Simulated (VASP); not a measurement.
Input of a VASP 6.6.1 run:

INCAR

```
SYSTEM = HgTe
  PREC = Accurate
  ENCUT = 520
  EDIFF = 1E-6
  ISMEAR = -1
  SIGMA = 0.05
  LREAL = .False.
  LASPH = .True.
  NELM = 100
  ALGO = Normal
  ISIF = 2
  LWAVE = .False.
  LCHARG = .True.
  LELF = .True.
  LVHAR = .True.
  NBANDS = 16
```

KPOINTS

```
regular mesh
0
Gamma
  10 10 10
  0 0 0
```

Contents of POSCAR:

```
HgTe
1.0
   -2.8553119507      2.8553119507      1.5818571633
    2.8553119507     -2.8553119507      1.5818571633
    2.8553119507      2.8553119507     -1.5818571633
Hg Te
1 1
Direct
    0.7500000000      0.2500000000      0.5000000000
    0.0000000000      0.0000000000      0.0000000000
```

Potentials or basis: VASP PAW LDA potentials, release 64 (Hg, Te).

Run with:

```sh
$ cat potpaw_LDA.64/Hg/POTCAR potpaw_LDA.64/Te/POTCAR > POTCAR
$ mpirun -np 1 vasp_std > vasp.out
```

Predict the band gap on the k mesh.

zero (bands 9 and 10 overlap by 4.27 eV).

Predict the pressure.

0.3 GPa.

Caveat: spin-orbit coupling is left out, which moves the levels of the heavy elements.
